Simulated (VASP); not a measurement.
# Ag in VASP: settings compared, part 2 of 2

VASP 6.6.1. The steps go on from the part before.

## 6. Single point, PBEsol (the cell strained at random)

File INCAR:

```
ALGO = Fast
EDIFF = 1E-6
ENCUT = 520
GGA = PS
ISIF = 2
ISMEAR = -1
LASPH = True
LCHARG = False
LREAL = False
LWAVE = False
NBANDS = 12
NELM = 80
PREC = Accurate
SIGMA = 0.05
```

File KPOINTS:

```
k-points
0
Gamma
  11 11 11
```

File POSCAR:

```
Ag
1.0
   -0.0062230000      2.0386280000      2.0672000000
    2.0149730000      0.0469460000      2.0140300000
    2.0855950000      2.0560800000     -0.0236760000
Ag
1
Direct
    0.0022060000      0.0285520000     -0.0104340000
```

Potentials or basis: VASP PAW PBE potentials, release 64 (Ag).

Launch:

```
cat potpaw_PBE.64/Ag/POTCAR > POTCAR
mpirun -np 1 vasp_std > vasp.out
```

OUTCAR:

```text
EDIFF = 1E-6
   ENCUT = 520
   GGA = PS
   ISIF = 2
   ISMEAR = -1
   LASPH = True
   LREAL = False
   NELM = 80
   PREC = Accurate

 ion  position               nearest neighbor table
   1  0.002  0.029  0.990-

  LATTYP: Found a triclinic cell.
 ALAT       =     2.8381080861
 B/A-ratio  =     1.0421248118
 C/A-ratio  =     1.0039512613
 COS(alpha) =     0.0005564158
 COS(beta)  =     0.4788202085
 COS(gamma) =     0.5127831369

  Lattice vectors:

 A1 = (   2.0211960000,  -1.9916820000,  -0.0531700000)
 A2 = (   2.0918180000,   0.0174520000,  -2.0908760000)
 A3 = (   2.0149730000,   0.0469460000,   2.0140300000)

Analysis of symmetry for initial positions (statically):
=====================================================================
 Subroutine PRICEL returns:
 Original cell was already a primitive cell.

 Routine SETGRP: Setting up the symmetry group for a
 triclinic supercell.

 Subroutine GETGRP returns: Found  2 space group operations
 (whereof  1 operations were pure point group operations)
 out of a pool of  2 trial point group operations.

The static configuration has the point symmetry C_1 .
 The point group associated with its full space group is S_2 .

Analysis of symmetry for dynamics (positions and initial velocities):
=====================================================================
 Subroutine PRICEL returns:
 Original cell was already a primitive cell.

 Routine SETGRP: Setting up the symmetry group for a
 triclinic supercell.

 Subroutine GETGRP returns: Found  2 space group operations
 (whereof  1 operations were pure point group operations)
 out of a pool of  2 trial point group operations.

The dynamic configuration has the point symmetry C_1 .
 The point group associated with its full space group is S_2 .

 Subroutine INISYM returns: Found  2 space group operations
 (whereof  1 operations are pure point group operations),
 and found     1 'primitive' translations

[... 113 lines left out ...]
  volume/ion in A,a.u.               =      17.05       115.05
  Fermi-wavevector in a.u.,A,eV,Ry     =   1.414644  2.673290 27.228222  2.001218
  Thomas-Fermi vector in A             =   2.536165
   LORBIT       =      0    0 simple, 1 ext, 2 COOP (PROOUT), +10 PAW based schemes
   GGA     = PS    functional components
   LHFCALC =     F    Hartree Fock is set to
   AEXX    =    0.0000 exact exchange contribution
   IVDW    =     0    specifies the selected vdW correction
   LEPSILON=     F    determine dielectric tensor
   LRPA    =     F    only Hartree local field effects (RPA)
 non-spin polarized calculation
 RMM-DIIS sequential band-by-band and
  energy-cutoff  :      520.00
  volume of cell :       17.05
 maximum number of plane-waves:       481
 NGX is ok and might be reduce to    24
   NGX = 11   NGY = 11   NGZ = 11

 number of electron      10.9999999 magnetization

 Free energy of the ion-electron system (eV)
  ---------------------------------------------------
  ext. energy  EPLUGINS =         0.00000000
  ---------------------------------------------------
  free energy    TOTEN  =        -3.30370301 eV

  energy without entropy =       -3.30121821  energy(sigma->0) =       -3.30246061

 E-fermi :   8.3730     XC(G=0): -12.4121

 val. band max:        8.3651186272   @ k =   0.2727  -0.1818   0.2727
 cond. band min:       8.3763901603   @ k =  -0.2727  -0.2727   0.4545
 fundamental gap:      0.0112715331
 Fermi energy:         8.3730142386

 k-point     1 :       0.0000    0.0000    0.0000
  band No.  band energies     occupation
      1       0.4015      2.00000
      2       3.2890      2.00000
      3       3.4049      2.00000
      4       3.6447      2.00000
      5       4.4738      2.00000
      6       4.5678      2.00000
      7      24.1420      0.00000
      8      27.0623      0.00000
      9      27.6104      0.00000
     10      28.8353      0.00000
     11      32.4197      0.00000
     12      33.2048      0.00000
[... 331 lines left out ...]
 k-point    24 :      -0.4545    0.1818   -0.0000
  band No.  band energies     occupation
      1       2.3647      2.00000
      2       3.2361      2.00000
      3       3.7863      2.00000
      4       4.0924      2.00000
      5       5.1656      2.00000
      6       9.7230      0.00000
      7      12.0957      0.00000
      8      21.2228      0.00000
      9      23.4916      0.00000
     10      24.3758      0.00000
     11      33.1697      0.00000
     12      33.3566      0.00000

 [... further k-points ...]
[... 5 lines left out ...]
  --------------------------------------------------------------------------------------
  -------------------------------------------------------------------------------------
  Total       -0.2540504     -0.2813128     -0.2874127     -0.1797859     -0.0850504      0.1447361
  in kB      -23.8756335    -26.4377467    -27.0110145    -16.8962644     -7.9930292     13.6022801
  external PRESSURE =     -25.7747982 kB  Pullay stress =       0.0000000 kB

 VOLUME and BASIS-vectors are now :
 -----------------------------------------------------------------------------
  energy-cutoff  :      520.00
  volume of cell :       17.05
      direct lattice vectors                 reciprocal lattice vectors
    -0.006223000  2.038628000  2.067200000    -0.242966763  0.249186764  0.237272109
     2.014973000  0.046946000  2.014030000     0.252145321 -0.252884378  0.250148159
     2.085595000  2.056080000 -0.023676000     0.235147286  0.245064782 -0.240969720

 POSITION                                       TOTAL-FORCE (eV/Angst)
 -----------------------------------------------------------------------------------
      2.12135      2.04046      0.03864         0.000000      0.000000      0.000000
 -----------------------------------------------------------------------------------
    total drift:                               -0.000000      0.000003     -0.000003

  FREE ENERGIE OF THE ION-ELECTRON SYSTEM (eV)
  ---------------------------------------------------
  free  energy   TOTEN  =        -3.3037030147 eV

  energy  without entropy=       -3.3012182103  energy(sigma->0) =       -3.30246061
```

It used 330 s of CPU time on 1 thread of AMD EPYC 7R13 Processor (Zen 3), on a shared host.

What came out:

* Free energy: -3.3037 eV
* Pressure: -2.6 GPa

Stress tensor (GPa, compression positive):
```
-2.39 -1.69  1.36
-1.69 -2.64 -0.80
 1.36 -0.80 -2.70
```

Levels at points of the mesh, in eV from the Fermi level:
```
           k point  band 1  band 2  band 3  band 4  band 5  band 6  band 7  band 8  band 9  band 10
(0.00, 0.00, 0.00)   -7.97   -5.08   -4.97   -4.73   -3.90   -3.81   15.77   18.69   19.24    20.46
```

Caveat: the cell differs from its parent crystal (the cell strained at random); the PAW data sets were made with another functional, which shifts forces and pressure a little.

## 7. Overview

| level | cell | k mesh | grid for exact exchange (PRECFOCK) | share of exact exchange | screening parameter | gap on the mesh (eV) | pressure (GPa) |
| --- | --- | --- | --- | --- | --- | --- | --- |
| HF | a = 2.908 Å, angles 60.0°, 1 atom | 6 × 6 × 6 | Normal | - | - | none | 17.1 |
| HF | a = 2.927 Å, angles 60.0°, 1 atom | 6 × 6 × 6 | Normal | - | - | none | 15.8 |
| HF | a = 2.946 Å, angles 60.0°, 1 atom | 6 × 6 × 6 | Normal | - | - | none | 13.7 |
| PBE-based screened hybrid | a = 2.908 Å, angles 60.0°, 1 atom | 6 × 6 × 6 | Normal | 0.25 | 0.3 1/Å | none | 3.0 |
| PBEsol | a = 2.903, b = 2.849, c = 2.929 Å, angles 59.4, 60.9, 59.1°, 1 atom | 11 × 11 × 11 | - | - | - | none | -2.6 |

Alike in all rows: task single point; potentials or basis VASP PAW PBE potentials, release 64 (Ag); no spin polarisation; cutoff (eV) 520; smearing fermi-dirac 0.05 eV.

Caveats: some runs use coarse meshes; the PAW data sets were made with another functional, which shifts forces and pressure a little.

Total energies depend on the potentials used, so only differences within one code and one set of settings carry meaning.
